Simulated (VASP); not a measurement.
Here is a VASP 6.6.1 calculation.

INCAR

```
SYSTEM = Ba7LiTi8O23
PREC = Accurate
ENCUT = 650
EDIFF = 1E-7
ISMEAR = -1
SIGMA = 0.05
LREAL = Auto
LASPH = .True.
NELM = 120
ALGO = Normal
ISIF = 2
LWAVE = .False.
LCHARG = .False.
GGA = PS
IBRION = 2
NSW = 100
EDIFFG = -0.03
NELECT = 308.0
ISYM = -1
GGA_COMPAT = .False.
NELMIN = 4
KPAR = 1
```

Contents of KPOINTS:

```
explicit points
1
Reciprocal
  0.25000000   0.25000000   0.25000000 1
```

POSCAR

```
Ba7LiTi8O23
1.0
    7.9404200000      0.0000000000      0.0000000000
    0.0000000000      7.9404200000      0.0000000000
    0.0000000000      0.0000000000      7.9404200000
Ba Li Ti O
7 1 8 23
Direct
    0.9994770000      0.9971880000      0.0034260000
    0.0007280000      0.0006350000      0.5024050000
    0.0007340000      0.4988940000      0.0039560000
    0.0038970000      0.5031320000      0.4974640000
    0.4950380000      0.9996580000      0.9984270000
    0.5056770000      0.0034270000      0.4980610000
    0.5026680000      0.5037950000      0.0008470000
    0.4962490000      0.4977670000      0.5001090000
    0.2484630000      0.2489820000      0.2481060000
    0.2479710000      0.2499610000      0.7485380000
    0.2537230000      0.7536120000      0.2482090000
    0.2494130000      0.7549950000      0.7476770000
    0.7471580000      0.2472940000      0.2512950000
    0.7491510000      0.2479370000      0.7491520000
    0.7531980000      0.7453140000      0.2521690000
    0.7495960000      0.7499880000      0.7529870000
    0.2519930000      0.2544550000      0.0002620000
    0.2475060000      0.7502690000      0.0041800000
    0.2478180000      0.7500780000      0.5020410000
    0.7528560000      0.2524190000      0.9967750000
    0.7481160000      0.2514210000      0.4995330000
    0.7511900000      0.7505210000      0.9996340000
    0.7496200000      0.7520620000      0.5000940000
    0.0033060000      0.2501310000      0.2544030000
    0.0013080000      0.2465440000      0.7504890000
    0.9971130000      0.7473790000      0.2577340000
    0.9974440000      0.7523220000      0.7489810000
    0.4985850000      0.2481160000      0.2528530000
    0.5023640000      0.2495140000      0.7497500000
    0.4985820000      0.7507480000      0.2486020000
    0.5026560000      0.7495570000      0.7484220000
    0.2515060000      0.0016300000      0.2485900000
    0.2454260000      0.9948530000      0.7512140000
    0.2479190000      0.5013320000      0.2517720000
    0.2514280000      0.5041730000      0.7479910000
    0.7480650000      0.0057220000      0.2524550000
    0.7469730000      0.9998420000      0.7524330000
    0.7498190000      0.4998900000      0.2562930000
    0.7524520000      0.5016130000      0.7541180000
```

Potentials or basis: VASP PAW PBE potentials, release 64 (Ba_sv, Li_sv, Ti_sv, O).

Launch:

```sh
$ cat potpaw_PBE.64/Ba_sv/POTCAR potpaw_PBE.64/Li_sv/POTCAR potpaw_PBE.64/Ti_sv/POTCAR potpaw_PBE.64/O/POTCAR > POTCAR
$ mpirun -np 4 vasp_std > vasp.out
```

Problem. Predict the energy gained by relaxing.

Solution. 26.1 meV/atom.

Step by step:
```tsv
step	energy change (eV)	largest force (eV/Å)	pressure (GPa)
1	0.0000	2.1637	2.47
3	-0.5314	0.8022	2.72
5	-0.7247	0.4056	3.23
7	-0.7895	0.5934	3.35
9	-0.8162	0.1878	3.43
11	-0.8299	0.2206	3.42
13	-0.8375	0.1126	3.46
15	-0.8429	0.1065	3.50
17	-0.8468	0.1141	3.55
19	-0.8500	0.1262	3.61
21	-0.8551	0.1364	3.58
23	-0.8629	0.1572	3.58
25	-0.8714	0.1941	3.59
27	-0.8947	0.2192	3.69
29	-0.9157	0.3038	3.91
31	-0.9280	0.2281	3.92
33	-0.9434	0.4181	3.69
35	-0.9583	0.2011	3.73
37	-0.9752	0.1337	3.73
39	-0.9875	0.1293	3.78
41	-0.9918	0.1476	3.82
43	-1.0013	0.1892	3.93
45	-1.0082	0.1086	3.98
47	-1.0123	0.0683	4.05
49	-1.0146	0.0509	4.04
51	-1.0167	0.0409	4.02
53	-1.0177	0.0380	4.01
55	-1.0182	0.0288	4.01
```

Caveat: the cell carries a net charge on a neutralising background, which shifts energy and pressure; the cell is charged against a uniform background, so pressure and absolute levels hang on convention; the PAW data sets were made with another functional, which shifts forces and pressure a little.
